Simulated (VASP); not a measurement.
# Ni in VASP: relaxation of the atoms with LDA

Aim: the relaxation of the atoms of Ni with LDA.

Program: VASP 6.6.1. These are calculated values, not measurements. Logs are shortened: lines on timing, memory, paths and dates and some standing lists are left out, and cuts for length are marked.

### Step 1. The cell of the first run

The cell holds a slab with vacuum, 4 atoms: a = 2.421 Å, b = 2.421 Å, c = 22.931 Å, α = 90.00°, β = 90.00°, γ = 120.00°.

### Step 2. Relaxation of the atoms, LDA, collinear spin, ferromagnetic start

INCAR reads:

```
PREC = Accurate
ENCUT = 520
EDIFF = 1E-6
ISMEAR = 0
SIGMA = 0.1
LREAL = F
LASPH = T
NELM = 150
ALGO = Normal
ISIF = 2
LWAVE = F
LCHARG = F
ISPIN = 2
MAGMOM = 0.7 0.7 0.7 0.7
LORBIT = 11
LMAXMIX = 4
LDIPOL = T
IDIPOL = 3
DIPOL = 0.5 0.5 0.500
IBRION = 2
NSW = 90
EDIFFG = -0.03
KPAR = 2
```

KPOINTS reads:

```
regular mesh
0
Gamma
  12 12 1
```

POSCAR reads:

```
Ni
1.0
    2.4211898561      0.0000000000      0.0000000000
   -1.2105949281      2.0968119228      0.0000000000
    0.0000000000      0.0000000000     22.9306797179
Ni
4
Selective dynamics
Direct
    0.6666666667      0.3333333333      0.3706824265  F F F
    0.3333333333      0.6666666667      0.4568941422  F F F
    0.0000000000      0.0000000000      0.5431058578  T T T
    0.6666666667      0.3333333333      0.6293175735  T T T
```

Potentials or basis: VASP PAW LDA potentials, release 64 (Ni).

Command:

```console
$ cat potpaw_LDA.64/Ni/POTCAR > POTCAR
$ mpirun -np 2 vasp_std > vasp.out
```

OUTCAR:

```text
PREC = Accurate
   ENCUT = 520
   EDIFF = 1E-6
   ISMEAR = 0
   LREAL = F
   LASPH = T
   NELM = 150
   ISIF = 2
   ISPIN = 2
   LORBIT = 11
   IBRION = 2
   NSW = 90
   EDIFFG = -0.03

 ion  position               nearest neighbor table
   1  0.667  0.333  0.371-   2 2.42   2 2.42   2 2.42
   2  0.333  0.667  0.457-   3 2.42   3 2.42   3 2.42   1 2.42   1 2.42   1 2.42
   3  0.000  0.000  0.543-   2 2.42   2 2.42   2 2.42   4 2.42   4 2.42   4 2.42
   4  0.667  0.333  0.629-   3 2.42   3 2.42   3 2.42

  LATTYP: Found a hexagonal cell.
 ALAT       =     2.4211898561
 C/A-ratio  =     9.4708309058

  Lattice vectors:

 A1 = (   2.4211898561,   0.0000000000,   0.0000000000)
 A2 = (  -1.2105949281,   2.0968119228,   0.0000000000)
 A3 = (   0.0000000000,   0.0000000000,  22.9306797179)

Analysis of symmetry for initial positions (statically):
=====================================================================
 Subroutine PRICEL returns:
 Original cell was already a primitive cell.

 Routine SETGRP: Setting up the symmetry group for a
 hexagonal supercell.

 Subroutine GETGRP returns: Found 12 space group operations
 (whereof  6 operations were pure point group operations)
 out of a pool of 24 trial point group operations.

The static configuration has the point symmetry C_3v.
 The point group associated with its full space group is D_3d.

Analysis of symmetry for dynamics (positions and initial velocities):
=====================================================================
 Subroutine PRICEL returns:
 Original cell was already a primitive cell.

 Routine SETGRP: Setting up the symmetry group for a
 hexagonal supercell.

 Subroutine GETGRP returns: Found 12 space group operations
 (whereof  6 operations were pure point group operations)
 out of a pool of 24 trial point group operations.

The dynamic configuration has the point symmetry C_3v.
 The point group associated with its full space group is D_3d.

Analysis of constrained symmetry for selective dynamics:
=====================================================================
 Subroutine PRICEL returns:
 Original cell was already a primitive cell.

 Routine SETGRP: Setting up the symmetry group for a
 hexagonal supercell.

[... 162 lines left out ...]
  ext. energy  EPLUGINS =         0.00000000
  ---------------------------------------------------
  free energy    TOTEN  =       -24.73593171 eV

  energy without entropy =      -24.69200627  energy(sigma->0) =      -24.71396899

------------------------ aborting loop because EDIFF is reached ----------------------------------------

  FORCE on cell =-STRESS in cart. coord.  units (eV):
  Direction    XX          YY          ZZ          XY          YZ          ZX
  --------------------------------------------------------------------------------------
  -------------------------------------------------------------------------------------
  Total       -2.2258680     -2.2258680     -0.8515752      0.0000000      0.0000000      0.0000000
  in kB      -30.6340730    -30.6340730    -11.7200202      0.0000000      0.0000000      0.0000000
  external PRESSURE =     -24.3293887 kB  Pullay stress =       0.0000000 kB
[... 133 lines left out ...]
  FREE ENERGIE OF THE ION-ELECTRON SYSTEM (eV)
  ---------------------------------------------------
  free  energy   TOTEN  =       -24.7378054837 eV

  energy  without entropy=      -24.6939055564  energy(sigma->0) =      -24.71585552

 dipolmoment           0.000000      0.000000      0.001170 electrons x Angstroem

--------------------------------------- Ionic step        5  -------------------------------------------

 number of electron      39.9999965 magnetization       2.3566373

 dipolmoment           0.000000      0.000000     -0.000341 electrons x Angstroem

 Free energy of the ion-electron system (eV)
  ---------------------------------------------------
  ext. energy  EPLUGINS =         0.00000000
  ---------------------------------------------------
  free energy    TOTEN  =       -24.73845113 eV

  energy without entropy =      -24.69474354  energy(sigma->0) =      -24.71659734

 E-fermi :  -0.0269     XC(G=0):  -5.7203

 val. band max:       -0.0315119584   @ k =   0.3333   0.1667   0.0000
 cond. band min:      -0.0191240987   @ k =   0.4167   0.0000   0.0000
 fundamental gap:      0.0123878596
 Fermi energy:        -0.0269297778

 spin component 1

 k-point     1 :       0.0000    0.0000    0.0000
  band No.  band energies     occupation
      1      -9.0880      1.00000
      2      -7.6322      1.00000
      3      -5.9144      1.00000
      4      -5.2766      1.00000
      5      -2.7370      1.00000
      6      -2.6078      1.00000
[... 521 lines left out ...]
     24       6.3454      0.00000
     25       6.3586      0.00000
 Fermi energy:        -0.0269297778

 spin component 2

 k-point     1 :       0.0000    0.0000    0.0000
  band No.  band energies     occupation
      1      -9.0425      1.00000
      2      -7.5812      1.00000
      3      -5.7921      1.00000
      4      -4.9543      1.00000
      5      -2.1871      1.00000
      6      -2.0787      1.00000
[... 521 lines left out ...]
     24       6.5763      0.00000
     25       6.5867      0.00000

------------------------ aborting loop because EDIFF is reached ----------------------------------------

 vacuum level on the upper side and lower side of the slab       (xc-potential included)        -0.015        -0.003

  FORCE on cell =-STRESS in cart. coord.  units (eV):
  Direction    XX          YY          ZZ          XY          YZ          ZX
  --------------------------------------------------------------------------------------
  -------------------------------------------------------------------------------------
  Total       -2.0687772     -2.0687772     -0.4476490      0.0000000     -0.0000000      0.0000000
  in kB      -28.4720700    -28.4720700     -6.1608825      0.0000000     -0.0000000      0.0000000
  external PRESSURE =     -21.0350075 kB  Pullay stress =       0.0000000 kB
[... 19 lines left out ...]
  FREE ENERGIE OF THE ION-ELECTRON SYSTEM (eV)
  ---------------------------------------------------
  free  energy   TOTEN  =       -24.7384511316 eV

  energy  without entropy=      -24.6947435389  energy(sigma->0) =      -24.71659734

 reached required accuracy - stopping structural energy minimisation

 vacuum level on the upper side and lower side of the slab         5.463         5.474

 total charge

# of ion       s       p       d       tot
------------------------------------------
    1        0.521   0.436   8.346   9.302
    2        0.531   0.570   8.366   9.467
    3        0.533   0.576   8.369   9.479
    4        0.524   0.442   8.349   9.315
--------------------------------------------------
tot          2.109   2.024  33.430  37.563

 magnetization (x)

# of ion       s       p       d       tot
------------------------------------------
    1       -0.006  -0.019   0.589   0.565
    2       -0.006  -0.019   0.646   0.620
    3       -0.006  -0.019   0.644   0.618
    4       -0.006  -0.019   0.594   0.569
--------------------------------------------------
tot         -0.025  -0.076   2.473   2.372
```

Wall time 6.5 min (2 MPI ranks of Intel Xeon Platinum 8488C (Sapphire Rapids), shared host); peak memory 0.24 GiB.

What came out:

```
Free energy                                           : -24.7385 eV
Energy gained by relaxing                             : 0.6 meV/atom
Ionic steps                                           : 5
Net moment                                            : 2.36 μB per cell
Site moments                                          : Ni +0.56, +0.62, +0.57 (each value once) μB
Valence electrons inside the program's atomic spheres : Ni 9.30, 9.47, 9.48, 9.31
```

The path:
| step | energy change (eV) | largest force on free atoms (eV/Å) | pressure (GPa) |
| --- | --- | --- | --- |
| 1 | 0.0000 | 0.1725 | -2.43 |
| 2 | -0.0013 | 0.0915 | -2.33 |
| 3 | -0.0015 | 0.0699 | -2.27 |
| 4 | -0.0019 | 0.0597 | -2.23 |
| 5 | -0.0025 | 0.0257 | -2.10 |

Final structure:
```
Ni
1.0
     2.42119    0.00000    0.00000
    -1.21059    2.09681    0.00000
     0.00000    0.00000   22.93068
Ni
4
Direct
  0.66667 0.33333 0.37068
  0.33333 0.66667 0.45689
  0.00000 0.00000 0.54292
  0.66667 0.33333 0.62809
```

Levels at points of the mesh, in eV from the Fermi level:
Spin up:
```tsv
k point	band 17	band 18	band 19	band 20	band 21	band 22	band 23	band 24	band 25
(0.00, 0.00, 0.00)	-1.29	-1.10	-1.10	-0.67	-0.65	-0.65	-0.48	-0.48	0.22
(0.50, 0.00, 0.00)	-0.50	-0.42	-0.21	-0.19	0.71	2.06	2.77	2.78	6.72
```
Spin down:
```
           k point  band 16  band 17  band 18  band 19  band 20  band 21
(0.00, 0.00, 0.00)    -0.71    -0.71    -0.52    -0.51    -0.51    -0.07
(0.50, 0.00, 0.00)     0.07     0.16     0.27     0.42     0.44     0.92
```
